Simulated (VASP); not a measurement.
Set up this calculation in VASP 6.6.1, as the native input.

```yaml
Task: single point
Functional: r2SCAN
Potentials_or_basis: VASP PAW PBE potentials, release 64 (Nb_sv)
Cutoff: 520 eV
k_mesh: 20 × 20 × 20
Occupations: gaussian, width 0.15 eV
Spin: no spin polarisation
Dipole_correction: no
Further_INCAR_settings: ALGO = Normal; EDIFF = 1e-06; NBANDS = 12
```

The system is Nb.

```
Nb
1.0
    -1.66395    1.66395    1.74715
     1.66395   -1.66395    1.74715
     1.66395    1.66395   -1.74715
Nb
1
Direct
  0.00000 0.00000 0.00000
```

This cell differs from its parent crystal: strain +0.000 along x and y, +0.050 along z.

One way to write it, as run:

POSCAR

```
Nb
1.0
   -1.6639500000      1.6639500000      1.7471475000
    1.6639500000     -1.6639500000      1.7471475000
    1.6639500000      1.6639500000     -1.7471475000
Nb
1
Direct
    0.0000000000      0.0000000000      0.0000000000
```

INCAR.step1

```
SYSTEM = Nb
ALGO = Normal ; EDIFF = 1E-4
ENCUT = 520 ; GGA = PE
ISMEAR = 0 ; LASPH = .TRUE.
LCHARG = .FALSE. ; LREAL = .FALSE.
LWAVE = .TRUE. ; NBANDS = 12
NELM = 100 ; PREC = Accurate
SIGMA = 0.15
```

INCAR.step2

```
SYSTEM = Nb
ALGO = Normal ; EDIFF = 1E-6
ENCUT = 520 ; ISIF = 2
ISMEAR = 0 ; ISTART = 1
LASPH = .TRUE. ; LCHARG = .TRUE.
LELF = .TRUE. ; LMIXTAU = .TRUE.
LREAL = .FALSE. ; LVHAR = .TRUE.
LWAVE = .FALSE. ; METAGGA = R2SCAN
NBANDS = 12 ; NELM = 100
PREC = Accurate ; SIGMA = 0.15
```

KPOINTS

```
k-points
0
G
  20 20 20
  0 0 0
```

Potentials or basis: VASP PAW PBE potentials, release 64 (Nb_sv).

The run is started by

```console
$ cat potpaw_PBE.64/Nb_sv/POTCAR > POTCAR
$ cp INCAR.step1 INCAR
$ mpirun -np 1 vasp_std > vasp.out
$ cp INCAR.step2 INCAR
$ mpirun -np 1 vasp_std > vasp.out
```

It gave:

* Pressure: -10.8 GPa

Caveat: the cell differs from its parent crystal (strain +0.000 along x and y, +0.050 along z); the PAW data sets were made with another functional, which shifts forces and pressure a little.

It took 3.3 min on 1 thread of Intel(R) Xeon(R) Platinum 8488C (Sapphire Rapids), on a shared host, peak memory 0.26 GiB.
